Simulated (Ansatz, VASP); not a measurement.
One calculation of CoW3, two programs

INCAR

```
SYSTEM = CoW3
PREC = Accurate
ENCUT = 520
EDIFF = 1E-7
ISMEAR = 0
SIGMA = 0.15
LREAL = .FALSE.
LASPH = .TRUE.
NELM = 80
ALGO = Fast
ISIF = 2
LWAVE = .FALSE.
LCHARG = .FALSE.
GGA = PS
NBANDS = 34
```

File KPOINTS:

```
regular mesh
0
G
  12 12 12
  0 0 0
```

Contents of POSCAR:

```
CoW3
1.0
    3.8582449849      0.0000000000      0.0000000000
    0.0000000000      3.8582449849      0.0000000000
    0.0000000000      0.0000000000      3.8582449849
Co W
1 3
Direct
    0.0000000000      0.0000000000      0.0000000000
    0.0000000000      0.5000000000      0.4896325920
    0.5000000000      0.0000000000      0.5000000000
    0.5000000000      0.5000000000      0.0000000000
```

Input for Ansatz:

```yaml
crystal:
  lattice:
    - [3.8582449849, 0.0, 0.0]
    - [0.0, 3.8582449849, 0.0]
    - [0.0, 0.0, 3.8582449849]
  atoms:
    - { symbol: Co, position: [0.0, 0.0, 0.0] }
    - { symbol: W, position: [0.0, 0.5, 0.489632592] }
    - { symbol: W, position: [0.5, 0.0, 0.5] }
    - { symbol: W, position: [0.5, 0.5, 0.0] }
basis:
  ecutwfc: 420
kpoints:
  mp_grid: { grid: [12, 12, 12] }
hamiltonian:
  xc: pbesol
scf:
  occupations: { method: gaussian, width: 0.15 }
output:
  forces: true
  stress: true
  eigenvalues: true
```

Alike in both runs: task single point; functional PBEsol; k mesh 12 × 12 × 12; occupations gaussian, width 0.15 eV; no spin polarisation.

|  | VASP | Ansatz |
| --- | --- | --- |
| version | VASP 6.6.1 | Ansatz 0.2.0 |
| potentials or method | VASP PAW PBE potentials, release 64 (Co, W_sv), cutoff 520 eV | scalar-relativistic, plane waves, PAW |
| valence electrons in the cell | 51 | 59 |

|  | VASP | Ansatz | Ansatz less VASP |
| --- | --- | --- | --- |
| gap on the k mesh at the Fermi level (eV) | none | none | - |
| pressure (GPa) | 0.7 | 0.1 | -0.60 |
| traceless stress, the component that is largest in VASP (GPa) | 0.07 | 0.07 | -0.001 |
| rms of the force components (eV/Å) | 0.206 | 0.204 | -0.0013 |

VASP's potentials were made for PBE, not for PBEsol. Atom by atom the forces differ by 0.001 eV/Å (rms over components). A gap of «none» marks a metal or a gap that the smearing closes. The functional is the same, so the differences come from potentials, cutoffs and numerics. VASP's potentials hold 51 valence electrons a cell and Ansatz's 59, so a difference there can come from the potentials and not from the codes.

Neither program's run includes spin-orbit coupling.
